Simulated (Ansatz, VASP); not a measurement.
# Two plane-wave programs on AlV2C

The input INCAR:

```
ALGO = Normal
EDIFF = 1E-8
ENCUT = 520
GGA = PS
ISIF = 2
ISMEAR = -1
LASPH = T
LCHARG = F
LEFG = T
LREAL = F
LWAVE = F
NBANDS = 43
NELM = 80
PREC = Accurate
SIGMA = 0.15
```

File KPOINTS:

```
k-points
0
Gamma
  15 15 4
```

File POSCAR:

```
AlV2C
1.0
    2.8800724532      0.0000000000      0.0000000000
   -1.4400362266      2.4942159092      0.0000000000
    0.0000000000      0.0000000000     13.0347458455
Al V C
2 4 2
Direct
    0.3333333333      0.6666666667      0.2500000000
    0.6666666667      0.3333333333      0.7500000000
    0.3333333333      0.6666666667      0.5851048771
    0.6666666667      0.3333333333      0.4148951229
    0.6666666667      0.3333333333      0.0851048771
    0.3333333333      0.6666666667      0.9148951229
    0.0000000000      0.0000000000      0.0000000000
    0.0000000000      0.0000000000      0.5000000000
```

Input for Ansatz:

```yaml
crystal:
  lattice:
    - [2.8800724532, 0.0, 0.0]
    - [-1.4400362266, 2.4942159092, 0.0]
    - [0.0, 0.0, 13.0347458455]
  atoms:
    - { symbol: Al, position: [0.3333333333, 0.6666666667, 0.25] }
    - { symbol: Al, position: [0.6666666667, 0.3333333333, 0.75] }
    - { symbol: V, position: [0.3333333333, 0.6666666667, 0.5851048771] }
    - { symbol: V, position: [0.6666666667, 0.3333333333, 0.4148951229] }
    - { symbol: V, position: [0.6666666667, 0.3333333333, 0.0851048771] }
    - { symbol: V, position: [0.3333333333, 0.6666666667, 0.9148951229] }
    - { symbol: C, position: [0.0, 0.0, 0.0] }
    - { symbol: C, position: [0.0, 0.0, 0.5] }
basis:
  ecutwfc: 420
kpoints:
  mp_grid: { grid: [15, 15, 4] }
hamiltonian:
  xc: pbesol
scf:
  occupations: { method: fermi_dirac, width: 0.15 }
output:
  forces: true
  stress: true
  eigenvalues: true
  efg: {}
checkpoint:
  read: start.run
  write: ck
  compress: false
  write_wavefunctions: false
  write_every: 100000
```

Alike in both runs: task electric field gradients; functional PBEsol; k mesh 15 × 15 × 4; occupations fermi-dirac, width 0.15 eV; no spin polarisation.

|  | VASP | Ansatz |
| --- | --- | --- |
| version | VASP 6.6.1 | Ansatz 0.2.0 |
| potentials or method | VASP PAW PBE potentials, release 64 (Al, V_sv, C), cutoff 520 eV | scalar-relativistic, plane waves, PAW |
| valence electrons in the cell | 66 | 66 |

Ansatz gave:

```
gap on the k mesh at the Fermi level (eV)            : none
pressure (GPa)                                       : 0.0
rms of the force components (eV/Å)                   : 0.000
size of Vzz on the site where it differs most (V/Å²) : 36.1
```

Question: Estimate VASP's values.

Answer: gap on the k mesh at the Fermi level (eV): none; pressure (GPa): 0.4; rms of the force components (eV/Å): 0.014; size of Vzz on the site where it differs most (V/Å²): 35.7.

VASP's potentials were made for PBE, not for PBEsol. Atom by atom the forces differ by 0.014 eV/Å (rms over components). A gap of «none» marks a metal or a gap that the smearing closes.
